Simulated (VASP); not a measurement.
# Si (a cell with a defect) in VASP: relaxation of the atoms with PBE

Aim: the relaxation of the atoms of Si (a cell with a defect) with PBE.

All numbers are computed with VASP 6.6.1; they aren't measurements. Logs are shortened: lines on timing, memory, paths and dates and some standing lists are left out, and cuts for length are marked.

**1. The cell of the first run**

The cell holds a defect, 17 atoms: a = 7.679 Å, b = 7.679 Å, c = 7.679 Å, α = 60.00°, β = 60.00°, γ = 60.00°.

**2. Relaxation of the atoms, PBE**

INCAR reads:

```
ALGO = Normal
EDIFF = 1E-6
EDIFFG = -0.03
ENCUT = 520
GGA = PE
IBRION = 2
ISIF = 2
ISMEAR = 0
LASPH = T
LCHARG = F
LREAL = Auto
LWAVE = F
NELM = 80
NSW = 80
PREC = Accurate
SIGMA = 0.02
```

KPOINTS reads:

```
k-points
0
Gamma
  2 2 2
```

POSCAR reads:

```
Si
1.0
    0.0000000000      5.4300000000      5.4300000000
    5.4300000000      0.0000000000      5.4300000000
    5.4300000000      5.4300000000      0.0000000000
Si
17
Direct
    0.0000000000      0.0000000000      0.0000000000
    0.1250000000      0.1250000000      0.1250000000
    0.0000000000      0.0000000000      0.5000000000
    0.1250000000      0.1250000000      0.6250000000
    0.0000000000      0.5000000000      0.0000000000
    0.1250000000      0.6250000000      0.1250000000
    0.0000000000      0.5000000000      0.5000000000
    0.1250000000      0.6250000000      0.6250000000
    0.5000000000      0.0000000000      0.0000000000
    0.6250000000      0.1250000000      0.1250000000
    0.5000000000      0.0000000000      0.5000000000
    0.6250000000      0.1250000000      0.6250000000
    0.5000000000      0.5000000000      0.0000000000
    0.6250000000      0.6250000000      0.1250000000
    0.5000000000      0.5000000000      0.5000000000
    0.6250000000      0.6250000000      0.6250000000
    0.3782582900      0.3880661000      0.3644709000
```

Potentials or basis: VASP PAW PBE potentials, release 64 (Si).

Started as:

```console
$ cat potpaw_PBE.64/Si/POTCAR > POTCAR
$ mpirun -np 1 vasp_std > vasp.out
```

OUTCAR:

```text
EDIFF = 1E-6
   EDIFFG = -0.03
   ENCUT = 520
   GGA = PE
   IBRION = 2
   ISIF = 2
   ISMEAR = 0
   LASPH = T
   LREAL = Auto
   NELM = 80
   NSW = 80
   PREC = Accurate

 ion  position               nearest neighbor table
   1  0.000  0.000  0.000-   2 2.35   4 2.35   6 2.35  10 2.35
   2  0.125  0.125  0.125-   1 2.35   3 2.35   5 2.35   9 2.35
   3  0.000  0.000  0.500-   2 2.35   4 2.35   8 2.35  12 2.35
   4  0.125  0.125  0.625-   1 2.35   3 2.35   7 2.35  11 2.35  17 2.80
   5  0.000  0.500  0.000-   2 2.35   6 2.35   8 2.35  14 2.35
   6  0.125  0.625  0.125-   1 2.35   5 2.35   7 2.35  13 2.35  17 2.68
   7  0.000  0.500  0.500-   4 2.35   6 2.35   8 2.35  16 2.35  17 2.37
   8  0.125  0.625  0.625-   3 2.35   5 2.35   7 2.35  15 2.35  17 2.70
   9  0.500  0.000  0.000-   2 2.35  10 2.35  12 2.35  14 2.35
  10  0.625  0.125  0.125-   1 2.35   9 2.35  11 2.35  13 2.35  17 2.73
  11  0.500  0.000  0.500-   4 2.35  10 2.35  12 2.35  16 2.35  17 2.43
  12  0.625  0.125  0.625-   3 2.35   9 2.35  11 2.35  15 2.35  17 2.76
  13  0.500  0.500  0.000-  17 2.29  10 2.35  14 2.35  16 2.35   6 2.35
  14  0.625  0.625  0.125-   5 2.35   9 2.35  13 2.35  15 2.35  17 2.63
  15  0.500  0.500  0.500-  17 2.32  12 2.35  14 2.35  16 2.35   8 2.35
  16  0.625  0.625  0.625-   7 2.35  11 2.35  13 2.35  15 2.35
  17  0.378  0.388  0.364-  13 2.29  15 2.32   7 2.37  11 2.43  14 2.63   6 2.68   8 2.70  10 2.73
                            12 2.76   4 2.80

  LATTYP: Found a face centered cubic cell.
 ALAT       =    10.8600000000

  Lattice vectors:

 A1 = (   0.0000000000,   5.4300000000,   5.4300000000)
 A2 = (   5.4300000000,   0.0000000000,   5.4300000000)
 A3 = (   5.4300000000,   5.4300000000,   0.0000000000)

Analysis of symmetry for initial positions (statically):
=====================================================================
 Subroutine PRICEL returns:
 Original cell was already a primitive cell.

 Routine SETGRP: Setting up the symmetry group for a
 face centered cubic supercell.

 Subroutine GETGRP returns: Found  1 space group operations
 (whereof  1 operations were pure point group operations)
 out of a pool of 48 trial point group operations.

The static configuration has the point symmetry C_1 .

Analysis of symmetry for dynamics (positions and initial velocities):
=====================================================================
 Subroutine PRICEL returns:
 Original cell was already a primitive cell.

 Routine SETGRP: Setting up the symmetry group for a
 face centered cubic supercell.

 Subroutine GETGRP returns: Found  1 space group operations
 (whereof  1 operations were pure point group operations)
 out of a pool of 48 trial point group operations.

The dynamic configuration has the point symmetry C_1 .

 Subroutine INISYM returns: Found  1 space group operations
 (whereof  1 operations are pure point group operations),
 and found     1 'primitive' translations
[... 104 lines left out ...]
   LSORBIT =      F    spin-orbit coupling
   LASPH  =      T    aspherical Exc in radial PAW
   ENCUT  =  520.0 eV  38.22 Ry    6.18 a.u.  14.28 14.28 14.28*2*pi/ulx,y,z
   NELM   =     80;   NELMIN=  2; NELMDL= -5     # of ELM steps
   EDIFF  = 0.1E-05   stopping-criterion for ELM
   LREAL  =      T    real-space projection
   EDIFFG = -.3E-01   stopping-criterion for IOM
   NSW    =     80    number of steps for IOM
   IBRION =      2    ionic relax: 0-MD 1-quasi-New 2-CG
   NFREE  =      1    steps in history (QN), initial steepest desc. (CG)
   ISIF   =      2    stress and relaxation
   ISYM   =      2    0-nonsym 1-usesym 2-fastsym
   POTIM  = 0.5000    time-step for ionic-motion
   TEBEG  =    0.0;   TEEND  =   0.0 temperature during run
   PSTRESS=    0.0 pullay stress
   NELECT =      68.0000    total number of electrons
   NUPDOWN=      -1.0000    fix difference up-down
   EMIN   =  10.00;   EMAX   =-10.00  energy-range for DOS
   EFERMI =   0.00;   METHOD = LEGACY
   ISMEAR =     0;   SIGMA  =   0.02  broadening in eV -4-tet -1-fermi 0-gaus
   EFERMI_NEDOS =   21; number of points for ismear=-14 and -15
   IALGO  =     38    algorithm
   IMIX   =      4    mixing-type and parameters
     AMIX     =   0.40;   BMIX     =  1.00
     AMIX_MAG =   1.60;   BMIX_MAG =  1.00
  volume/ion in A,a.u.               =      18.84       127.11
  Fermi-wavevector in a.u.,A,eV,Ry     =   0.976715  1.845724 12.979587  0.953973
  Thomas-Fermi vector in A             =   2.107356
   LORBIT       =      0    0 simple, 1 ext, 2 COOP (PROOUT), +10 PAW based schemes
   GGA     = PE    functional components
   LHFCALC =     F    Hartree Fock is set to
   AEXX    =    0.0000 exact exchange contribution
   IVDW    =     0    specifies the selected vdW correction
   LEPSILON=     F    determine dielectric tensor
   LRPA    =     F    only Hartree local field effects (RPA)
 conjugate gradient relaxation of ions
 non-spin polarized calculation
 Gauss-broadening in eV      SIGMA  =   0.02
  energy-cutoff  :      520.00
  volume of cell :      320.21
 maximum number of plane-waves:      8646
 NGX is ok and might be reduce to    60
   NGX = 29   NGY = 29   NGZ = 29

--------------------------------------- Ionic step        1  -------------------------------------------

 number of electron      68.0000003 magnetization

 Free energy of the ion-electron system (eV)
  ---------------------------------------------------
  ext. energy  EPLUGINS =         0.00000000
  ---------------------------------------------------
  free energy    TOTEN  =       -87.82697741 eV

  energy without entropy =      -87.82321746  energy(sigma->0) =      -87.82509744

------------------------ aborting loop because EDIFF is reached ----------------------------------------

  FORCE on cell =-STRESS in cart. coord.  units (eV):
  Direction    XX          YY          ZZ          XY          YZ          ZX
  --------------------------------------------------------------------------------------
  -------------------------------------------------------------------------------------
  Total       11.6420734     11.6817300     11.8499691      1.1183110      0.1238907     -0.4911503
  in kB       58.2520789     58.4505041     59.2923025      5.5955618      0.6198974     -2.4575110
  external PRESSURE =      58.6649618 kB  Pullay stress =       0.0000000 kB
[... 395 lines left out ...]
--------------------------------------- Ionic step        9  -------------------------------------------

 number of electron      68.0000000 magnetization

 Free energy of the ion-electron system (eV)
  ---------------------------------------------------
  ext. energy  EPLUGINS =         0.00000000
  ---------------------------------------------------
  free energy    TOTEN  =       -87.98957611 eV

  energy without entropy =      -87.98571972  energy(sigma->0) =      -87.98764792

 E-fermi :   6.9202     XC(G=0):  -9.6742

 val. band max:        6.6861259000   @ k =   0.0000   0.0000   0.0000
 cond. band min:       6.9261897352   @ k =   0.0000   0.5000   0.5000
 fundamental gap:      0.2400638352
 Fermi energy:         6.9202179485

 k-point     1 :       0.0000    0.0000    0.0000
  band No.  band energies     occupation
      1      -6.3186      2.00000
      2      -3.7745      2.00000
      3      -3.6304      2.00000
      4      -3.6277      2.00000
      5      -3.6244      2.00000
      6      -2.8070      2.00000
[... 401 lines left out ...]
  FREE ENERGIE OF THE ION-ELECTRON SYSTEM (eV)
  ---------------------------------------------------
  free  energy   TOTEN  =       -87.9895761108 eV

  energy  without entropy=      -87.9857197235  energy(sigma->0) =      -87.98764792

 reached required accuracy - stopping structural energy minimisation
```

CONTCAR:

```text
Si
   1.00000000000000
     0.0000000000000000    5.4299999999999997    5.4299999999999997
     5.4299999999999997    0.0000000000000000    5.4299999999999997
     5.4299999999999997    5.4299999999999997    0.0000000000000000
  Si
    17
Direct
     0.0005015946861710    0.0004787774437643    0.0003675268681217
     0.1249470305893516    0.1247938971380081    0.1251716575803466
     0.0004853928547739    0.0004864869054757    0.4986285343845689
     0.1217088873879620    0.1224692439488752    0.6279216106924485
     0.0004810439672061    0.4985286119817106    0.0004815588102247
     0.1225096042719462    0.6280469112158691    0.1213774296399595
[... 9 lines left out ...]
     0.6257229749923015    0.6279898384548532    0.6225811039221877
     0.3757664270625687    0.3781792536577044    0.3724495721952024

  0.00000000E+00  0.00000000E+00  0.00000000E+00
  0.00000000E+00  0.00000000E+00  0.00000000E+00
  0.00000000E+00  0.00000000E+00  0.00000000E+00
  0.00000000E+00  0.00000000E+00  0.00000000E+00
  0.00000000E+00  0.00000000E+00  0.00000000E+00
  0.00000000E+00  0.00000000E+00  0.00000000E+00
[... 9 lines left out ...]
  0.00000000E+00  0.00000000E+00  0.00000000E+00
  0.00000000E+00  0.00000000E+00  0.00000000E+00
```

It took 7.6 min on 1 thread of Intel Xeon 6975P-C (Granite Rapids), shared host; peak memory 0.53 GiB.

Results:

* Free energy: -87.9896 eV
* Energy gained by relaxing: 9.6 meV/atom
* Ionic steps: 9
* Pressure after relaxing: 5.3 GPa
* Largest force after relaxing: 0.028 eV/Å
* Band gap on the k mesh: zero (bands 34 and 35 overlap by 0.25 eV)

Forces in eV/Å, atoms in the order of the input:
```
Si  -0.002 -0.008 -0.002
Si  -0.002 -0.006  0.014
Si   0.013  0.009 -0.008
Si  -0.002 -0.003  0.014
Si  -0.007  0.005  0.001
Si   0.005  0.000 -0.003
Si   0.000 -0.001  0.005
Si  -0.004 -0.005  0.003
Si   0.006 -0.006  0.007
Si   0.004  0.006 -0.002
Si  -0.018  0.016 -0.014
Si  -0.004 -0.007  0.004
Si   0.005  0.002  0.000
Si   0.002  0.004  0.003
Si  -0.010 -0.014 -0.007
Si   0.010  0.003 -0.004
Si   0.005  0.006 -0.012
```

The path:
| step | energy change (eV) | largest force (eV/Å) | pressure (GPa) |
| --- | --- | --- | --- |
| 1 | 0.0000 | 1.3430 | 5.87 |
| 2 | -0.1529 | 0.2616 | 5.35 |
| 3 | -0.1530 | 0.2664 | 5.34 |
| 4 | -0.1598 | 0.1331 | 5.34 |
| 5 | -0.1600 | 0.1346 | 5.34 |
| 6 | -0.1618 | 0.0674 | 5.35 |
| 7 | -0.1621 | 0.0385 | 5.35 |
| 8 | -0.1625 | 0.0301 | 5.35 |
| 9 | -0.1626 | 0.0279 | 5.35 |

Final structure:
```yaml
crystal:
  lattice:
    - [0.00000, 5.43000, 5.43000]
    - [5.43000, 0.00000, 5.43000]
    - [5.43000, 5.43000, 0.00000]
  atoms:
    - { symbol: Si, position: [0.00050, 0.00048, 0.00037] }
    - { symbol: Si, position: [0.12495, 0.12479, 0.12517] }
    - { symbol: Si, position: [0.00049, 0.00049, 0.49863] }
    - { symbol: Si, position: [0.12171, 0.12247, 0.62792] }
    - { symbol: Si, position: [0.00048, 0.49853, 0.00048] }
    - { symbol: Si, position: [0.12251, 0.62805, 0.12138] }
    - { symbol: Si, position: [0.99421, 0.50230, 0.50169] }
    - { symbol: Si, position: [0.12232, 0.62801, 0.62806] }
    - { symbol: Si, position: [0.49863, 0.00044, 0.00044] }
    - { symbol: Si, position: [0.62801, 0.12292, 0.12104] }
    - { symbol: Si, position: [0.50134, 0.99663, 0.50096] }
    - { symbol: Si, position: [0.62797, 0.12275, 0.62800] }
    - { symbol: Si, position: [0.50291, 0.50310, 0.99129] }
    - { symbol: Si, position: [0.62809, 0.62809, 0.12170] }
    - { symbol: Si, position: [0.50264, 0.50285, 0.50232] }
    - { symbol: Si, position: [0.62572, 0.62799, 0.62258] }
    - { symbol: Si, position: [0.37577, 0.37818, 0.37245] }
```

Levels at points of the mesh, in eV from the Fermi level:
| k point | band 31 | band 32 | band 33 | band 34 | band 35 | band 36 | band 37 | band 38 |
| --- | --- | --- | --- | --- | --- | --- | --- | --- |
| (0.00, 0.00, 0.00) | -0.83 | -0.83 | -0.83 | -0.26 | -0.25 | -0.23 | 0.08 | 0.08 |
| (0.50, 0.00, 0.00) | -1.57 | -1.44 | -1.44 | -0.35 | 0.51 | 0.54 | 0.88 | 0.89 |
| (0.00, 0.50, 0.00) | -1.58 | -1.44 | -1.44 | -0.35 | 0.51 | 0.53 | 0.89 | 0.89 |
| (0.00, 0.00, 0.50) | -1.57 | -1.44 | -1.44 | -0.35 | 0.52 | 0.54 | 0.88 | 0.88 |
| (0.50, 0.50, 0.50) | -1.57 | -1.44 | -1.44 | -0.35 | 0.52 | 0.54 | 0.88 | 0.89 |
| (0.50, 0.50, 0.00) | -2.03 | -1.90 | -1.00 | 0.01 | 0.71 | 1.01 | 1.02 | 1.14 |
| (0.00, 0.50, 0.50) | -2.03 | -1.90 | -1.00 | 0.01 | 0.70 | 1.02 | 1.02 | 1.14 |
| (0.50, 0.00, 0.50) | -2.03 | -1.90 | -1.00 | 0.01 | 0.70 | 1.01 | 1.02 | 1.14 |

Caveat: the k points lie up to 0.50 Å⁻¹ apart.

The gap in the log of VASP goes by the Fermi energy; the results here count the filled bands.